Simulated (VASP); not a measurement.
# ZnO (zincite) (P6_3mc) in VASP: further runs

The runs below take ZnO (zincite) through single point, with BLYP+D3(BJ), LDA.

Everything below comes from runs of VASP 6.6.1. Logs are shortened: lines on timing, memory, paths and dates and some standing lists are left out, and cuts for length are marked.

**What was measured.**

“Electronic structure of alkaline earth and post-transition metal oxides”, 2009, arxiv:0908.1581 quotes, for a bulk crystal of ZnO: band gap 3.37 eV.

The runs below are set against these values where they give the same quantity.

## 1. The cell of the first run

The structure is hexagonal, space group P6_3mc (No. 186). Conventional cell: a = 3.205 Å, b = 3.205 Å, c = 5.135 Å, α = 90.00°, β = 90.00°, γ = 120.00°. Within 2.6 Å of Zn (site symmetry 3m) lie 4 O at 1.95 Å. O (site symmetry 3m) has 4 Zn at 1.95 Å within 2.6 Å.

## 2. Single point, BLYP+D3(BJ)

Contents of INCAR:

```
PREC = Accurate ; ENCUT = 520
EDIFF = 1E-6 ; ISMEAR = -1
SIGMA = 0.05 ; LREAL = F
LASPH = T ; NELM = 60
ALGO = Normal ; ISIF = 2
LWAVE = F ; LCHARG = F
GGA = B5 ; ALDAX = 1.0
AGGAX = 1.0 ; AGGAC = 1.0
ALDAC = 0.0 ; IVDW = 12
VDW_S6 = 1.0 ; VDW_S8 = 2.6996
VDW_A1 = 0.4298 ; VDW_A2 = 4.2359
NBANDS = 26
```

Contents of KPOINTS:

```
regular mesh
0
Gamma
  9 9 5
```

Contents of POSCAR:

```
ZnO
1.0
    3.2053930491      0.0000000000      0.0000000000
   -1.6026965246      2.7759518096      0.0000000000
    0.0000000000      0.0000000000      5.1353529565
Zn O
2 2
Direct
    0.6666666667      0.3333333333      0.0000000000
    0.3333333333      0.6666666667      0.5000000000
    0.3333333333      0.6666666667      0.8790100000
    0.6666666667      0.3333333333      0.3790100000
```

Potentials or basis: VASP PAW PBE potentials, release 64 (Zn, O).

Run with:

```sh
> cat potpaw_PBE.64/Zn/POTCAR potpaw_PBE.64/O/POTCAR > POTCAR
> mpirun -np 1 vasp_std > vasp.out
```

OUTCAR:

```text
PREC = Accurate
   ENCUT = 520
   EDIFF = 1E-6
   ISMEAR = -1
   LREAL = F
   LASPH = T
   NELM = 60
   ISIF = 2
   GGA = B5
   IVDW = 12
 IVDW          = 12

 ion  position               nearest neighbor table
   1  0.667  0.333  0.000-   4 1.95   3 1.95   3 1.95   3 1.95
   2  0.333  0.667  0.500-   3 1.95   4 1.95   4 1.95   4 1.95
   3  0.333  0.667  0.879-   2 1.95   1 1.95   1 1.95   1 1.95
   4  0.667  0.333  0.379-   1 1.95   2 1.95   2 1.95   2 1.95

  LATTYP: Found a hexagonal cell.
 ALAT       =     3.2053930491
 C/A-ratio  =     1.6020977390

  Lattice vectors:

 A1 = (   3.2053930491,   0.0000000000,   0.0000000000)
 A2 = (  -1.6026965246,   2.7759518096,   0.0000000000)
 A3 = (   0.0000000000,   0.0000000000,   5.1353529565)

Analysis of symmetry for initial positions (statically):
=====================================================================
 Subroutine PRICEL returns:
 Original cell was already a primitive cell.

 Routine SETGRP: Setting up the symmetry group for a
 hexagonal supercell.

 Subroutine GETGRP returns: Found 12 space group operations
 (whereof  6 operations were pure point group operations)
 out of a pool of 24 trial point group operations.

The static configuration has the point symmetry C_3v.
 The point group associated with its full space group is C_6v.

Analysis of symmetry for dynamics (positions and initial velocities):
=====================================================================
 Subroutine PRICEL returns:
 Original cell was already a primitive cell.

 Routine SETGRP: Setting up the symmetry group for a
 hexagonal supercell.

 Subroutine GETGRP returns: Found 12 space group operations
 (whereof  6 operations were pure point group operations)
 out of a pool of 24 trial point group operations.

The dynamic configuration has the point symmetry C_3v.
 The point group associated with its full space group is C_6v.

 Subroutine INISYM returns: Found 12 space group operations
 (whereof  6 operations are pure point group operations),
 and found     1 'primitive' translations

----------------------------------------------------------------------------------------

                                     Primitive cell

  volume of cell :      45.6945

  direct lattice vectors                    reciprocal lattice vectors
     3.205393049  0.000000000  0.000000000     0.311974221  0.180118401  0.000000000
    -1.602696525  2.775951810  0.000000000     0.000000000  0.360236801  0.000000000
     0.000000000  0.000000000  5.135352957     0.000000000  0.000000000  0.194728582

  length of vectors
     3.205393049  3.205393049  5.135352957     0.360236801  0.360236801  0.194728582

  position of ions in fractional coordinates (direct lattice)
     0.666666667  0.333333333  0.000000000
     0.333333333  0.666666667  0.500000000
     0.333333333  0.666666667  0.879010000
     0.666666667  0.333333333  0.379010000

  ion indices of the primitive-cell ions
   primitive index   ion index
                 1           1
                 2           2
                 3           3
                 4           4

----------------------------------------------------------------------------------------

 KPOINTS: regular mesh

Automatic generation of k-mesh.
 Grid dimensions read from file:
 generate k-points for:    9    9    5

 Generating k-lattice:

  Cartesian coordinates                     Fractional coordinates (reciprocal lattice)
     0.034663802  0.020013156  0.000000000     0.111111111 -0.000000000  0.000000000
     0.000000000  0.040026311  0.000000000     0.000000000  0.111111111  0.000000000
     0.000000000  0.000000000  0.038945716     0.000000000  0.000000000  0.200000000

  Length of vectors
     0.040026311  0.040026311  0.038945716

  Shift w.r.t. Gamma in fractional coordinates (k-lattice)
     0.000000000  0.000000000  0.000000000

 Subroutine IBZKPT returns following result:
 ===========================================

 Found     36 irreducible k-points:

 Following reciprocal coordinates:
            Coordinates               Weight
  0.000000  0.000000  0.000000      1.000000
  0.111111  0.000000  0.000000      6.000000
  0.222222  0.000000  0.000000      6.000000
  0.333333  0.000000  0.000000      6.000000
  0.444444  0.000000  0.000000      6.000000
  0.111111  0.111111  0.000000      6.000000
[... 16 lines left out ...]
  0.333333  0.222222  0.200000     24.000000
  0.333333  0.333333  0.200000      4.000000
 [... further k-points ...]
   k-points           NKPTS =     36   k-points in BZ     NKDIM =     36   number of bands    NBANDS=     26
   number of dos      NEDOS =    301   number of ions     NIONS =      4
   total plane-waves  NPLWV =  23040
   dimension x,y,z NGX =    24 NGY =   24 NGZ =   40
   dimension x,y,z NGXF=    48 NGYF=   48 NGZF=   80
   ions per type =               2   2
   NGX,Y,Z   is equivalent  to a cutoff of  12.45, 12.45, 12.95 a.u.
   NGXF,Y,Z  is equivalent  to a cutoff of  24.89, 24.89, 25.90 a.u.
 SYSTEM =  unknown system
   PREC   = accura    normal or accurate (medium, high low for compatibility)
   ISTART =      0    job   : 0-new  1-cont  2-samecut
   ICHARG =      2    charge: 1-file 2-atom 10-const
   ISPIN  =      1    spin polarized calculation?
   LNONCOLLINEAR =      F non collinear calculations
   LSORBIT =      F    spin-orbit coupling
   LASPH  =      T    aspherical Exc in radial PAW
   ENCUT  =  520.0 eV  38.22 Ry    6.18 a.u.   5.96  5.96  9.55*2*pi/ulx,y,z
   NELM   =     60;   NELMIN=  2; NELMDL= -5     # of ELM steps
   EDIFF  = 0.1E-05   stopping-criterion for ELM
   LREAL  =      F    real-space projection
   EDIFFG = 0.1E-04   stopping-criterion for IOM
   NSW    =      0    number of steps for IOM
   IBRION =     -1    ionic relax: 0-MD 1-quasi-New 2-CG
   NFREE  =      0    steps in history (QN), initial steepest desc. (CG)
   ISIF   =      2    stress and relaxation
   ISYM   =      2    0-nonsym 1-usesym 2-fastsym
   POTIM  = 0.5000    time-step for ionic-motion
   TEBEG  =    0.0;   TEEND  =   0.0 temperature during run
   PSTRESS=    0.0 pullay stress
   NELECT =      36.0000    total number of electrons
   NUPDOWN=      -1.0000    fix difference up-down
   EMIN   =  10.00;   EMAX   =-10.00  energy-range for DOS
   EFERMI =   0.00;   METHOD = LEGACY
   ISMEAR =    -1;   SIGMA  =   0.05  broadening in eV -4-tet -1-fermi 0-gaus
   EFERMI_NEDOS =   21; number of points for ismear=-14 and -15
   IALGO  =     38    algorithm
   IMIX   =      4    mixing-type and parameters
     AMIX     =   0.40;   BMIX     =  1.00
     AMIX_MAG =   1.60;   BMIX_MAG =  1.00
  volume/ion in A,a.u.               =      11.42        77.09
  Fermi-wavevector in a.u.,A,eV,Ry     =   1.512009  2.857283 31.105265  2.286172
  Thomas-Fermi vector in A             =   2.621991
   LORBIT       =      0    0 simple, 1 ext, 2 COOP (PROOUT), +10 PAW based schemes
   GGA     = B5    functional components
   LHFCALC =     F    Hartree Fock is set to
   AEXX    =    0.0000 exact exchange contribution
   IVDW    =    12    specifies the selected vdW correction
   LEPSILON=     F    determine dielectric tensor
   LRPA    =     F    only Hartree local field effects (RPA)
 non-spin polarized calculation
  energy-cutoff  :      520.00
  volume of cell :       45.69
 maximum number of plane-waves:      1254
 NGX is ok and might be reduce to    24
   NGX = 11   NGY = 11   NGZ = 19

 number of electron      36.0000007 magnetization

 Free energy of the ion-electron system (eV)
  ---------------------------------------------------
  ext. energy  EPLUGINS =         0.00000000
  ---------------------------------------------------
  free energy    TOTEN  =       -16.20434378 eV

  energy without entropy =      -16.20434337  energy(sigma->0) =      -16.20434357

 E-fermi :   2.4420     XC(G=0): -10.6423

 val. band max:        1.8865518261   @ k =   0.0000   0.0000   0.0000
 cond. band min:       2.9209806743   @ k =   0.0000   0.0000   0.0000
 fundamental gap:      1.0344288483
 Fermi energy:         2.4420091318

 k-point     1 :       0.0000    0.0000    0.0000
  band No.  band energies     occupation
      1     -16.4100      2.00000
      2     -15.6178      2.00000
      3      -4.0411      2.00000
      4      -4.0411      2.00000
      5      -3.9974      2.00000
      6      -3.9734      2.00000
[... 18 lines left out ...]
     25      16.3264      0.00000
     26      16.3264      0.00000

 k-point     2 :       0.1111    0.0000    0.0000
  band No.  band energies     occupation
      1     -16.3373      2.00000
      2     -15.5862      2.00000
      3      -4.1221      2.00000
      4      -4.0001      2.00000
      5      -3.9535      2.00000
      6      -3.8891      2.00000
[... 18 lines left out ...]
     25      16.4610      0.00000
     26      16.4675      0.00000

 k-point     3 :       0.2222    0.0000    0.0000
  band No.  band energies     occupation
      1     -16.1436      2.00000
      2     -15.5109      2.00000
      3      -4.2762      2.00000
      4      -3.9376      2.00000
      5      -3.9042      2.00000
      6      -3.7955      2.00000
[... 18 lines left out ...]
     25      15.7840      0.00000
     26      16.4520      0.00000

 k-point     4 :       0.3333    0.0000    0.0000
  band No.  band energies     occupation
      1     -15.8964      2.00000
      2     -15.4413      2.00000
      3      -4.3617      2.00000
      4      -3.9899      2.00000
      5      -3.8172      2.00000
      6      -3.6137      2.00000
[... 18 lines left out ...]
     25      15.5669      0.00000
     26      16.3170      0.00000
[... 496 lines left out ...]
      1     -15.7401      2.00000
      2     -15.4527      2.00000
      3      -4.2097      2.00000
      4      -4.1250      2.00000
      5      -3.7314      2.00000
      6      -3.6996      2.00000
[... 18 lines left out ...]
     25      14.3246      0.00000
     26      17.6038      0.00000

 k-point    23 :       0.3333    0.2222    0.2000
  band No.  band energies     occupation
      1     -15.5849      2.00000
      2     -15.4432      2.00000
      3      -4.1411      2.00000
      4      -3.9596      2.00000
      5      -3.7776      2.00000
      6      -3.5560      2.00000
[... 18 lines left out ...]
     25      15.1481      0.00000
     26      16.6394      0.00000

 k-point    24 :       0.3333    0.3333    0.2000
  band No.  band energies     occupation
      1     -15.4860      2.00000
      2     -15.4860      2.00000
      3      -4.0482      2.00000
      4      -3.8275      2.00000
      5      -3.8275      2.00000
      6      -3.4453      2.00000
[... 18 lines left out ...]
     25      15.8466      0.00000
     26      16.8840      0.00000

 [... further k-points ...]

------------------------ aborting loop because EDIFF is reached ----------------------------------------

 Edisp (eV)   -2.00244

 E8    (eV) :    -1.3736

  FORCE on cell =-STRESS in cart. coord.  units (eV):
  Direction    XX          YY          ZZ          XY          YZ          ZX
  --------------------------------------------------------------------------------------
  -------------------------------------------------------------------------------------
  Total       2.81122     2.81122     3.51008    -0.00000     0.00000     0.00000
  in kB      98.56947    98.56947   123.07342    -0.00000     0.00000     0.00000
  external pressure =      106.74 kB  Pullay stress =        0.00 kB

 VOLUME and BASIS-vectors are now :
 -----------------------------------------------------------------------------
  energy-cutoff  :      520.00
  volume of cell :       45.69
      direct lattice vectors                 reciprocal lattice vectors
     3.205393049  0.000000000  0.000000000     0.311974221  0.180118401  0.000000000
    -1.602696525  2.775951810  0.000000000     0.000000000  0.360236801  0.000000000
     0.000000000  0.000000000  5.135352957     0.000000000  0.000000000  0.194728582

 POSITION                                       TOTAL-FORCE (eV/Angst)
 -----------------------------------------------------------------------------------
      1.60270      0.92532      0.00000        -0.000000     -0.000000     -0.084015
     -0.00000      1.85063      2.56768         0.000000     -0.000000     -0.084015
     -0.00000      1.85063      4.51403         0.000000      0.000000      0.084015
      1.60270      0.92532      1.94635         0.000000      0.000000      0.084015
 -----------------------------------------------------------------------------------
    total drift:                                0.000001      0.000001     -0.000234

  FREE ENERGIE OF THE ION-ELECTRON SYSTEM (eV)
  ---------------------------------------------------
  free  energy   TOTEN  =       -18.2067793626 eV

  energy  without entropy=      -18.2067789535  energy(sigma->0) =      -18.20677916
```

It took 22 s on 1 thread of Intel Xeon 6975P-C (Granite Rapids), shared host; peak memory 0.19 GiB.

What came out:

```yaml
Free_energy: -18.2068 eV
Pressure: 10.7 GPa
Largest_force: 0.084 eV/Å
Band_gap_on_the_k_mesh: 1.03 eV, direct
Dispersion_energy_per_atom: -0.501 eV
```

Forces on the atoms (eV/Å):
```
Zn   0.000  0.000 -0.084
Zn   0.000  0.000 -0.084
O    0.000  0.000  0.084
O    0.000  0.000  0.084
```

Stress tensor (GPa, compression positive):
```
 9.86  0.00  0.00
 0.00  9.86  0.00
 0.00  0.00 12.31
```

Levels at points of the mesh, in eV from the valence-band top:
```csv
k point,band 15,band 16,band 17,band 18,band 19,band 20,band 21,band 22
"(0.00, 0.00, 0.00)",-0.86,-0.08,0.00,0.00,1.03,5.45,8.58,13.10
```

Caveat: the PAW data sets were made with another functional, which shifts forces and pressure a little.

## 3. Single point, LDA

Contents of INCAR:

```
  PREC = Accurate
  ENCUT = 520
  EDIFF = 1E-6
  ISMEAR = -1
  SIGMA = 0.05
  LREAL = False
  LASPH = True
  NELM = 60
  ALGO = Normal
  ISIF = 2
  LWAVE = False
  LCHARG = False
  NBANDS = 26
```

Contents of KPOINTS:

```
Automatic mesh
0
Gamma
  9 9 5
```

POSCAR is that of step 2.

Potentials or basis: VASP PAW LDA potentials, release 64 (Zn, O).

Run with:

```sh
> cat potpaw_LDA.64/Zn/POTCAR potpaw_LDA.64/O/POTCAR > POTCAR
> mpirun -np 1 vasp_std > vasp.out
```

Wall time 13 s (1 thread of Intel Xeon 6975P-C (Granite Rapids), shared host); peak memory 0.16 GiB.

Results (log left out):

```
Free energy            : -21.1570 eV
Pressure               : 0.0 GPa
Largest force          : 0.070 eV/Å
Band gap on the k mesh : 0.81 eV, direct
```

Forces in eV/Å, atoms in the order of the input:
```
Zn   0.000  0.000 -0.070
Zn   0.000  0.000 -0.070
O    0.000  0.000  0.070
O    0.000  0.000  0.070
```

Stress tensor (GPa, compression positive):
```
-0.72  0.00  0.00
 0.00 -0.72  0.00
 0.00  0.00  1.30
```

Levels at points of the mesh, in eV from the valence-band top:
```tsv
k point	band 16	band 17	band 18	band 19	band 20	band 21
(0.00, 0.00, 0.00)	-0.08	0.00	0.00	0.81	5.24	8.27
```

## 4. How close it comes

Step 3. Against the measured gap of ZnO, 3.37 eV (quoted in “Electronic structure of alkaline earth and post-transition metal oxides”, 2009, arxiv:0908.1581), the calculated 0.81 eV is off by -2.56 eV. So large a miss can be the level of theory's own, or it may mean another phase, state or a wrong row. The value is that of LDA, without temperature or zero-point motion. Semilocal functionals fall short of measured gaps as a rule.
